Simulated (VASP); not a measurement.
# CdS (Greenockite) (P6_3mc) in VASP: further runs, part 2 of 2

VASP 6.6.1. The steps go on from the part before.

### 3 Vibrations by perturbation theory, PBEsol

This run uses another cell than the first one, of 25.60 Å³/atom, 1.036 times its volume.

INCAR

```
SYSTEM = CdS
PREC = Accurate
ENCUT = 520
EDIFF = 1E-8
ISMEAR = 0
SIGMA = 0.01
LREAL = .False.
LASPH = .True.
NELM = 80
ALGO = Normal
ISIF = 2
LWAVE = .False.
LCHARG = .False.
GGA = PS
NBANDS = 26
IBRION = 8
NSW = 1
```

KPOINTS

```
Automatic mesh
0
Gamma
  6 6 4
  0 0 0
```

POSCAR

```
CdS
1.0
    4.1733437621      0.0000000000      0.0000000000
   -2.0866718810      3.6142217167      0.0000000000
    0.0000000000      0.0000000000      6.7877910479
Cd S
2 2
Direct
    0.3333333333      0.6666666667     -0.0008226320
    0.6666666667      0.3333333333      0.4991773680
    0.3333333333      0.6666666667      0.3758226320
    0.6666666667      0.3333333333      0.8758226320
```

Potentials or basis: VASP PAW PBE potentials, release 64 (Cd, S).

Command:

```console
cat potpaw_PBE.64/Cd/POTCAR potpaw_PBE.64/S/POTCAR > POTCAR
mpirun -np 1 vasp_std > vasp.out
```

OUTCAR:

```text
SYSTEM = CdS
   PREC = Accurate
   ENCUT = 520
   EDIFF = 1E-8
   ISMEAR = 0
   LREAL = .False.
   LASPH = .True.
   NELM = 80
   ISIF = 2
   GGA = PS
   IBRION = 8
   NSW = 1

 ion  position               nearest neighbor table
   1  0.333  0.667  0.999-   4 2.55   4 2.55   4 2.55   3 2.56
   2  0.667  0.333  0.499-   3 2.55   3 2.55   3 2.55   4 2.56
   3  0.333  0.667  0.376-   2 2.55   2 2.55   2 2.55   1 2.56
   4  0.667  0.333  0.876-   1 2.55   1 2.55   1 2.55   2 2.56

  LATTYP: Found a hexagonal cell.
 ALAT       =     4.1733437621
 C/A-ratio  =     1.6264634391

  Lattice vectors:

 A1 = (   4.1733437621,   0.0000000000,   0.0000000000)
 A2 = (  -2.0866718810,   3.6142217167,   0.0000000000)
 A3 = (   0.0000000000,   0.0000000000,   6.7877910479)

Analysis of symmetry for initial positions (statically):
=====================================================================
 Subroutine PRICEL returns:
 Original cell was already a primitive cell.

 Routine SETGRP: Setting up the symmetry group for a
 hexagonal supercell.

 Subroutine GETGRP returns: Found 12 space group operations
 (whereof  6 operations were pure point group operations)
 out of a pool of 24 trial point group operations.

[... 829 lines left out ...]
  ---------------------------------------------------
  free energy    TOTEN  =        -0.12088577 eV

  energy without entropy =       -0.12088577

------------------------ aborting loop because EDIFF is reached ----------------------------------------

 INTERNAL STRAIN TENSOR  FOR ION    3  DIRECTION 3   (eV/Angst):
 -----------------------------------------------------------------------------
     3.21501  0.00000  0.00000
     0.00000  3.21501  0.00000
    -0.00000 -0.00000 -6.24109

 INTERNAL STRAIN TENSOR FOR ION    4 for displacements in x,y,z  (eV/Angst):
          X           Y           Z          XY          YZ          ZX
  --------------------------------------------------------------------------------
  x     0.00000    -0.00000     0.00000     5.69155     0.00000     3.42555
  y     5.69155    -5.69155    -0.00000    -0.00000     3.01605     0.00000
  z     3.21501     3.21501    -6.24109     0.00000     0.00000     0.00000

 SECOND DERIVATIVES (NOT SYMMETRIZED)
 ------------------------------------
               1X          1Y          1Z          2X          2Y          2Z          3X          3Y          3Z          4X          4Y          4Z
  1X    -4.517641   -0.000000    0.000000   -0.112238   -0.000000    0.000000    0.130057    0.000000    0.000000    4.499822    0.000000   -0.000000
  1Y    -0.000000   -4.517641    0.000000   -0.000000   -0.112238    0.000000    0.000000    0.130057   -0.000000    0.000000    4.499822   -0.000000
  1Z     0.000000    0.000000   -5.888509    0.000000    0.000000    1.600925   -0.000000    0.000000    3.168713    0.000000   -0.000000    1.118870
  2X    -0.112238   -0.000000   -0.000000   -4.517641   -0.000000    0.000000    4.499822    0.000000    0.000000    0.130057    0.000000    0.000000
  2Y    -0.000000   -0.112238   -0.000000   -0.000000   -4.517641    0.000000    0.000000    4.499822    0.000000    0.000000    0.130057    0.000000
  2Z     0.000000    0.000000    1.600925   -0.000000    0.000000   -5.888509   -0.000000    0.000000    1.118870    0.000000   -0.000000    3.168713
  3X     0.130574    0.000000    0.000000    4.500031    0.000000   -0.000000   -5.102355   -0.000000    0.000000    0.471751    0.000000   -0.000000
  3Y     0.000000    0.130574    0.000000    0.000000    4.500031   -0.000000   -0.000000   -5.102355    0.000000    0.000000    0.471751    0.000000
  3Z    -0.000000    0.000000    3.180097   -0.000000    0.000000    1.137657    0.000000   -0.000000   -6.805564   -0.000000    0.000000    2.487810
  4X     4.500031    0.000000    0.000000    0.130574    0.000000    0.000000    0.471751    0.000000   -0.000000   -5.102355   -0.000000   -0.000000
  4Y     0.000000    4.500031   -0.000000    0.000000    0.130574   -0.000000    0.000000    0.471751    0.000000   -0.000000   -5.102355    0.000000
  4Z    -0.000000    0.000000    1.137657   -0.000000    0.000000    3.180097    0.000000   -0.000000    2.487810   -0.000000    0.000000   -6.805564

 Eigenvectors and eigenvalues of the dynamical matrix
 ----------------------------------------------------

   1 f  =    8.489734 THz    53.342575 2PiTHz  283.187059 cm-1    35.110705 meV
             X         Y         Z           dx          dy          dz
     -0.000000  2.409481  6.782207     0.000000    0.000000    0.104408
      2.086672  1.204741  3.388312    -0.000000   -0.000000   -0.104408
     -0.000000  2.409481  2.551005     0.000000    0.000000   -0.699356
      2.086672  1.204741  5.944901    -0.000000   -0.000000    0.699356
[... 71 lines left out ...]
  12 f/i=    0.009450 THz     0.059374 2PiTHz    0.315205 cm-1     0.039080 meV
             X         Y         Z           dx          dy          dz
     -0.000000  2.409481  6.782207     0.000000   -0.000000    0.624204
      2.086672  1.204741  3.388312     0.000000   -0.000000    0.624204
     -0.000000  2.409481  2.551005     0.000000   -0.000000    0.332218
      2.086672  1.204741  5.944901     0.000000   -0.000000    0.332218

--------------------------------------------------------------------------------------------------------

 ELASTIC MODULI CONTR FROM IONIC RELAXATION (kBar)
 Direction    XX          YY          ZZ          XY          YZ          ZX
 --------------------------------------------------------------------------------
 XX        -257.0463    106.8555    145.9714     -0.0000      0.0000     -0.0000
 YY         106.8555   -257.0463    145.9714     -0.0000     -0.0000      0.0000
 ZZ         145.9714    145.9714   -283.7412      0.0000      0.0000      0.0000
 XY          -0.0000     -0.0000      0.0000   -181.9509      0.0000      0.0000
 YZ           0.0000     -0.0000      0.0000      0.0000    -68.1934     -0.0000
 ZX          -0.0000      0.0000      0.0000      0.0000     -0.0000    -73.9559
 --------------------------------------------------------------------------------
```

stdout:

```text
POSCAR found type information on POSCAR CdS
 POSCAR found :  2 types and       4 ions
 scaLAPACK will be used
 -----------------------------------------------------------------------------
|                                                                             |
|                                                                             |
|     You enforced a specific xc type in the INCAR file but a different       |
|     I HOPE YOU KNOW WHAT YOU ARE DOING!                                     |
|                                                                             |
 -----------------------------------------------------------------------------

 LDA part: xc-table for (Slater+PW92), standard interpolation
 POSCAR, INCAR and KPOINTS ok, starting setup
 FFT: planning ... GRIDC
 FFT: planning ... GRID_SOFT
 FFT: planning ... GRID
 WAVECAR not read
 entering main loop
 Linear response reoptimize wavefunctions to high precision
 Linear response DOF=           4
 Linear response progress:
 first order change of Fermi-energy   0.17022E-04
 force on displaced ion       1 direction 1 :  -4.518   0.001  -0.000
 Linear response progress:
 first order change of Fermi-energy   0.43829E+00
 force on displaced ion       1 direction 3 :  -0.000  -0.000  -5.889
 Linear response progress:
 first order change of Fermi-energy  -0.24700E-04
 force on displaced ion       3 direction 1 :  -5.102  -0.000   0.000
 Linear response progress:
 first order change of Fermi-energy  -0.43843E+00
 force on displaced ion       3 direction 3 :   0.000  -0.000  -6.806
 Linear response finished
```

Wall time 4.8 min (1 thread of Intel Xeon 6975P-C (Granite Rapids), shared host); peak memory 0.54 GiB.

Results:

* Highest phonon frequency at Γ, LO-TO splitting left out: 283 cm⁻¹

Phonon frequencies in cm⁻¹ (negative: imaginary):
```tsv
q point	frequencies
(0.000, 0.000, 0.000)	0 0 0 45 45 129 217 225 225 236 236 283
```

Caveat: the cell wasn't relaxed at this level first, which shifts response properties; the PAW data sets were made with another functional, which shifts forces and pressure a little.
